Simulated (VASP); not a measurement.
# MgSnO2 (P4/mmm) in VASP: a series of runs

MgSnO2 is run at these levels: PBE; tasks: single point, relaxation of cell and atoms.

Program: VASP 6.6.1. These are calculated values, not measurements. Logs are shortened: lines on timing, memory, paths and dates and some standing lists are left out, and cuts for length are marked.

### Step 1. The cell of the first run

It takes space group P4/mmm (No. 123, tetragonal). The conventional cell has a = 4.446 Å, b = 4.446 Å, c = 2.619 Å, α = 90.00°, β = 90.00°, γ = 90.00°. Mg (site symmetry 4/mmm) has 8 O at 2.58 Å and 2 Mg at 2.62 Å within 3.4 Å. Within 2.9 Å of Sn (site symmetry 4/mmm) lie 4 O at 2.22 Å and 2 Sn at 2.62 Å. O (site symmetry mmm) has 2 Sn at 2.22 Å and 4 Mg at 2.58 Å and 2 O at 2.62 Å within 2.9 Å.

### Step 2. Single point, PBE

The input, INCAR:

```
ALGO     = Normal         # electronic algorithm
EDIFF    = 1E-6           # SCF threshold, eV
ENCUT    = 520            # plane-wave cutoff, eV
GGA      = PE             # functional
ISIF     = 2              # what is computed and relaxed
ISMEAR   = 0              # smearing method
LASPH    = True           # aspherical terms in the spheres
LCHARG   = False          # write CHGCAR
LREAL    = False          # projectors in reciprocal space
LWAVE    = False          # write WAVECAR
NBANDS   = 22             # bands
NELM     = 60             # most SCF steps
PREC     = Accurate       # precision mode
SIGMA    = 0.1            # smearing width, eV
```

The input, KPOINTS:

```
k-points
0
Gamma
  4 4 6
```

The input, POSCAR:

```
MgSnO2
1.0
    4.4456421600      0.0000000000      0.0000000000
    0.0000000000      4.4456421600      0.0000000000
    0.0000000000      0.0000000000      2.6189405600
Mg Sn O
1 1 2
Direct
    0.5000000000      0.5000000000      0.5000000000
    0.0000000000      0.0000000000      0.0000000000
    0.5000000000      0.0000000000      0.0000000000
    0.0000000000      0.5000000000      0.0000000000
```

Potentials or basis: VASP PAW PBE potentials, release 64 (Mg, Sn_d, O).

On the command line:

```console
$ cat potpaw_PBE.64/Mg/POTCAR potpaw_PBE.64/Sn_d/POTCAR potpaw_PBE.64/O/POTCAR > POTCAR
$ mpirun -np 1 vasp_std > vasp.out
```

OUTCAR:

```text
EDIFF = 1E-6
   ENCUT = 520
   GGA = PE
   ISIF = 2
   ISMEAR = 0
   LASPH = True
   LREAL = False
   NELM = 60
   PREC = Accurate

 ion  position               nearest neighbor table
   1  0.500  0.500  0.500-   3 2.58   4 2.58   3 2.58   4 2.58   3 2.58   3 2.58   4 2.58   4 2.58
                             2 3.41   2 3.41   2 3.41   2 3.41   2 3.41   2 3.41   2 3.41   2 3.41
   2  0.000  0.000  0.000-   3 2.22   4 2.22   4 2.22   3 2.22   1 3.41   1 3.41   1 3.41   1 3.41
                             1 3.41   1 3.41   1 3.41   1 3.41
   3  0.500  0.000  0.000-   2 2.22   2 2.22   1 2.58   1 2.58   1 2.58   1 2.58
   4  0.000  0.500  0.000-   2 2.22   2 2.22   1 2.58   1 2.58   1 2.58   1 2.58

  LATTYP: Found a simple tetragonal cell.
 ALAT       =     4.4456421600
 C/A-ratio  =     0.5891028710

  Lattice vectors:

 A1 = (   4.4456421600,   0.0000000000,   0.0000000000)
 A2 = (   0.0000000000,   4.4456421600,   0.0000000000)
 A3 = (   0.0000000000,   0.0000000000,   2.6189405600)

Analysis of symmetry for initial positions (statically):
=====================================================================
 Subroutine PRICEL returns:
 Original cell was already a primitive cell.

 Routine SETGRP: Setting up the symmetry group for a
 simple tetragonal supercell.

 Subroutine GETGRP returns: Found 16 space group operations
 (whereof 16 operations were pure point group operations)
 out of a pool of 16 trial point group operations.

The static configuration has the point symmetry D_4h.

Analysis of symmetry for dynamics (positions and initial velocities):
=====================================================================
 Subroutine PRICEL returns:
 Original cell was already a primitive cell.

 Routine SETGRP: Setting up the symmetry group for a
 simple tetragonal supercell.

 Subroutine GETGRP returns: Found 16 space group operations
 (whereof 16 operations were pure point group operations)
 out of a pool of 16 trial point group operations.

The dynamic configuration has the point symmetry D_4h.

 Subroutine INISYM returns: Found 16 space group operations
 (whereof 16 operations are pure point group operations),
 and found     1 'primitive' translations

----------------------------------------------------------------------------------------

                                     Primitive cell

  volume of cell :      51.7600

  direct lattice vectors                    reciprocal lattice vectors
     4.445642160  0.000000000  0.000000000     0.224939382  0.000000000  0.000000000
     0.000000000  4.445642160  0.000000000     0.000000000  0.224939382  0.000000000
     0.000000000  0.000000000  2.618940560     0.000000000  0.000000000  0.381833790

  length of vectors
     4.445642160  4.445642160  2.618940560     0.224939382  0.224939382  0.381833790

  position of ions in fractional coordinates (direct lattice)
     0.500000000  0.500000000  0.500000000
     0.000000000  0.000000000  0.000000000
     0.500000000  0.000000000  0.000000000
     0.000000000  0.500000000  0.000000000

  ion indices of the primitive-cell ions
   primitive index   ion index
                 1           1
                 2           2
                 3           3
                 4           4

----------------------------------------------------------------------------------------

 KPOINTS: k-points

Automatic generation of k-mesh.
 Grid dimensions read from file:
 generate k-points for:    4    4    6

 Generating k-lattice:

  Cartesian coordinates                     Fractional coordinates (reciprocal lattice)
     0.056234845  0.000000000  0.000000000     0.250000000  0.000000000  0.000000000
     0.000000000  0.056234845  0.000000000     0.000000000  0.250000000  0.000000000
     0.000000000  0.000000000  0.063638965     0.000000000  0.000000000  0.166666667

  Length of vectors
     0.056234845  0.056234845  0.063638965

  Shift w.r.t. Gamma in fractional coordinates (k-lattice)
     0.000000000  0.000000000  0.000000000

 Subroutine IBZKPT returns following result:
 ===========================================

 Found     24 irreducible k-points:

 Following reciprocal coordinates:
            Coordinates               Weight
  0.000000  0.000000  0.000000      1.000000
  0.250000  0.000000  0.000000      4.000000
  0.500000  0.000000  0.000000      2.000000
  0.250000  0.250000  0.000000      4.000000
  0.500000  0.250000  0.000000      4.000000
  0.500000  0.500000  0.000000      1.000000
[... 16 lines left out ...]
  0.500000  0.250000  0.500000      4.000000
  0.500000  0.500000  0.500000      1.000000
   k-points           NKPTS =     24   k-points in BZ     NKDIM =     24   number of bands    NBANDS=     22
   number of dos      NEDOS =    301   number of ions     NIONS =      4
   total plane-waves  NPLWV =  25920
   dimension x,y,z NGX =    36 NGY =   36 NGZ =   20
   dimension x,y,z NGXF=    72 NGYF=   72 NGZF=   40
   ions per type =               1   1   2
   NGX,Y,Z   is equivalent  to a cutoff of  13.46, 13.46, 12.70 a.u.
   NGXF,Y,Z  is equivalent  to a cutoff of  26.92, 26.92, 25.39 a.u.
 SYSTEM =  unknown system
   PREC   = accura    normal or accurate (medium, high low for compatibility)
   ISTART =      0    job   : 0-new  1-cont  2-samecut
   ICHARG =      2    charge: 1-file 2-atom 10-const
   ISPIN  =      1    spin polarized calculation?
   LNONCOLLINEAR =      F non collinear calculations
   LSORBIT =      F    spin-orbit coupling
   LASPH  =      T    aspherical Exc in radial PAW
   ENCUT  =  520.0 eV  38.22 Ry    6.18 a.u.   8.27  8.27  4.87*2*pi/ulx,y,z
   NELM   =     60;   NELMIN=  2; NELMDL= -5     # of ELM steps
   EDIFF  = 0.1E-05   stopping-criterion for ELM
   LREAL  =      F    real-space projection
[... 7 lines left out ...]
   TEBEG  =    0.0;   TEEND  =   0.0 temperature during run
   PSTRESS=    0.0 pullay stress
   NELECT =      28.0000    total number of electrons
   NUPDOWN=      -1.0000    fix difference up-down
   EMIN   =  10.00;   EMAX   =-10.00  energy-range for DOS
   EFERMI =   0.00;   METHOD = LEGACY
   ISMEAR =     0;   SIGMA  =   0.10  broadening in eV -4-tet -1-fermi 0-gaus
   EFERMI_NEDOS =   21; number of points for ismear=-14 and -15
   IALGO  =     38    algorithm
   IMIX   =      4    mixing-type and parameters
     AMIX     =   0.40;   BMIX     =  1.00
     AMIX_MAG =   1.60;   BMIX_MAG =  1.00
  volume/ion in A,a.u.               =      12.94        87.32
  Fermi-wavevector in a.u.,A,eV,Ry     =   1.333918  2.520740 24.209371  1.779339
  Thomas-Fermi vector in A             =   2.462740
   LORBIT       =      0    0 simple, 1 ext, 2 COOP (PROOUT), +10 PAW based schemes
   GGA     = PE    functional components
   LHFCALC =     F    Hartree Fock is set to
   AEXX    =    0.0000 exact exchange contribution
   IVDW    =     0    specifies the selected vdW correction
   LEPSILON=     F    determine dielectric tensor
   LRPA    =     F    only Hartree local field effects (RPA)
 non-spin polarized calculation
 Gauss-broadening in eV      SIGMA  =   0.10
  energy-cutoff  :      520.00
  volume of cell :       51.76
 maximum number of plane-waves:      1413
 NGX is ok and might be reduce to    36
   NGX = 17   NGY = 17   NGZ =  9

 number of electron      27.9999988 magnetization

 Free energy of the ion-electron system (eV)
  ---------------------------------------------------
  ext. energy  EPLUGINS =         0.00000000
  ---------------------------------------------------
  free energy    TOTEN  =       -19.19786473 eV

  energy without entropy =      -19.19524046  energy(sigma->0) =      -19.19655260

 E-fermi :   7.0089     XC(G=0): -10.9159

 val. band max:        6.9235992721   @ k =   0.0000   0.0000   0.5000
 cond. band min:       7.3301119088   @ k =   0.2500   0.0000   0.0000
 fundamental gap:      0.4065126366
 Fermi energy:         7.0088652371

 k-point     1 :       0.0000    0.0000    0.0000
  band No.  band energies     occupation
      1     -14.7349      2.00000
      2     -14.4905      2.00000
      3     -14.0723      2.00000
      4     -13.7520      2.00000
      5     -13.7520      2.00000
      6     -11.7730      2.00000
[... 14 lines left out ...]
     21      18.0350      0.00000
     22      19.0982      0.00000

 k-point     2 :       0.2500    0.0000    0.0000
  band No.  band energies     occupation
      1     -14.7188      2.00000
      2     -14.4134      2.00000
      3     -14.0765      2.00000
      4     -13.7538      2.00000
      5     -13.7520      2.00000
      6     -11.6170      2.00000
[... 14 lines left out ...]
     21      19.1328      0.00000
     22      20.2385      0.00000

 k-point     3 :       0.5000    0.0000    0.0000
  band No.  band energies     occupation
      1     -14.7087      2.00000
      2     -14.3261      2.00000
      3     -14.0806      2.00000
      4     -13.7555      2.00000
      5     -13.7520      2.00000
      6     -11.2319      2.00000
[... 14 lines left out ...]
     21      20.5791      0.00000
     22      21.3802      0.00000

 k-point     4 :       0.2500    0.2500    0.0000
  band No.  band energies     occupation
      1     -14.6958      2.00000
      2     -14.3355      2.00000
      3     -14.0811      2.00000
      4     -13.7537      2.00000
      5     -13.7537      2.00000
      6     -11.5048      2.00000
[... 14 lines left out ...]
     21      20.5733      0.00000
     22      20.6048      0.00000

 k-point     5 :       0.5000    0.2500    0.0000
  band No.  band energies     occupation
      1     -14.6803      2.00000
      2     -14.2436      2.00000
      3     -14.0857      2.00000
      4     -13.7554      2.00000
      5     -13.7537      2.00000
      6     -11.2084      2.00000
[... 14 lines left out ...]
     21      20.0989      0.00000
     22      20.2670      0.00000

 k-point     6 :       0.5000    0.5000    0.0000
  band No.  band energies     occupation
      1     -14.6601      2.00000
      2     -14.1431      2.00000
      3     -14.0907      2.00000
      4     -13.7554      2.00000
      5     -13.7554      2.00000
      6     -11.1847      2.00000
[... 14 lines left out ...]
     21      19.5685      0.00000
     22      19.9715      0.00000

 k-point     7 :       0.0000    0.0000    0.1667
  band No.  band energies     occupation
      1     -14.4753      2.00000
      2     -14.4537      2.00000
      3     -14.0574      2.00000
      4     -13.8741      2.00000
      5     -13.8741      2.00000
      6     -11.4887      2.00000
[... 324 lines left out ...]
      6     -10.4124      2.00000
[... 14 lines left out ...]
     21      16.4948      0.00000
     22      17.1504      0.00000

 k-point    21 :       0.5000    0.0000    0.5000
  band No.  band energies     occupation
      1     -14.2420      2.00000
      2     -14.2341      2.00000
      3     -14.2229      2.00000
      4     -14.0193      2.00000
      5     -13.5745      2.00000
      6     -10.3731      2.00000
[... 14 lines left out ...]
     21      16.8116      0.00000
     22      17.5463      0.00000

 k-point    22 :       0.2500    0.2500    0.5000
  band No.  band energies     occupation
      1     -14.2285      2.00000
      2     -14.2283      2.00000
      3     -14.2229      2.00000
      4     -14.0194      2.00000
      5     -13.6044      2.00000
      6     -10.3986      2.00000
[... 14 lines left out ...]
     21      16.2328      0.00000
     22      16.6473      0.00000

 k-point    23 :       0.5000    0.2500    0.5000
  band No.  band energies     occupation
      1     -14.2337      2.00000
      2     -14.2281      2.00000
      3     -14.1599      2.00000
      4     -14.0228      2.00000
      5     -13.5448      2.00000
      6     -10.3659      2.00000
[... 14 lines left out ...]
     21      15.0101      0.00000
     22      18.3023      0.00000

 k-point    24 :       0.5000    0.5000    0.5000
  band No.  band energies     occupation
      1     -14.2334      2.00000
      2     -14.2334      2.00000
      3     -14.0801      2.00000
      4     -14.0262      2.00000
      5     -13.5020      2.00000
      6     -10.3588      2.00000
[... 14 lines left out ...]
     21      15.5399      0.00000
     22      18.8089      0.00000

------------------------ aborting loop because EDIFF is reached ----------------------------------------

  FORCE on cell =-STRESS in cart. coord.  units (eV):
  Direction    XX          YY          ZZ          XY          YZ          ZX
  --------------------------------------------------------------------------------------
  -------------------------------------------------------------------------------------
  Total       -4.3928114     -4.3928114     13.2002788      0.0000000     -0.0000000      0.0000000
  in kB     -135.9748200   -135.9748200    408.6006364      0.0000000     -0.0000000      0.0000000
  external PRESSURE =      45.5503321 kB  Pullay stress =       0.0000000 kB

 VOLUME and BASIS-vectors are now :
 -----------------------------------------------------------------------------
  energy-cutoff  :      520.00
  volume of cell :       51.76
      direct lattice vectors                 reciprocal lattice vectors
     4.445642160  0.000000000  0.000000000     0.224939382  0.000000000  0.000000000
     0.000000000  4.445642160  0.000000000     0.000000000  0.224939382  0.000000000
     0.000000000  0.000000000  2.618940560     0.000000000  0.000000000  0.381833790

 POSITION                                       TOTAL-FORCE (eV/Angst)
 -----------------------------------------------------------------------------------
      2.22282      2.22282      1.30947         0.000000      0.000000      0.000000
      0.00000      0.00000      0.00000         0.000000      0.000000      0.000000
      2.22282      0.00000      0.00000         0.000000      0.000000      0.000000
      0.00000      2.22282      0.00000         0.000000      0.000000      0.000000
 -----------------------------------------------------------------------------------
    total drift:                                0.000000     -0.000000     -0.000000

  FREE ENERGIE OF THE ION-ELECTRON SYSTEM (eV)
  ---------------------------------------------------
  free  energy   TOTEN  =       -19.1978647294 eV

  energy  without entropy=      -19.1952404629  energy(sigma->0) =      -19.19655260
```

Wall time 30 s (1 thread of Intel Xeon Platinum 8259CL at 2.50GHz (Skylake/Cascade Lake), shared host); peak memory 0.18 GiB.

Results:

```yaml
Free_energy: -19.1979 eV
Pressure: 4.6 GPa
Band_gap_on_the_k_mesh: zero (band 14 reaches 7.98 eV, above the bottom of band 15 at 6.46 eV)
```

Stress tensor (GPa, compression positive):
```
-13.60   0.00   0.00
  0.00 -13.60   0.00
  0.00   0.00  40.86
```

Caveat: the k points lie up to 0.40 Å⁻¹ apart; spin-orbit coupling is left out, which moves the levels of the heavy elements.

(Part 1 of 3 ends here.)
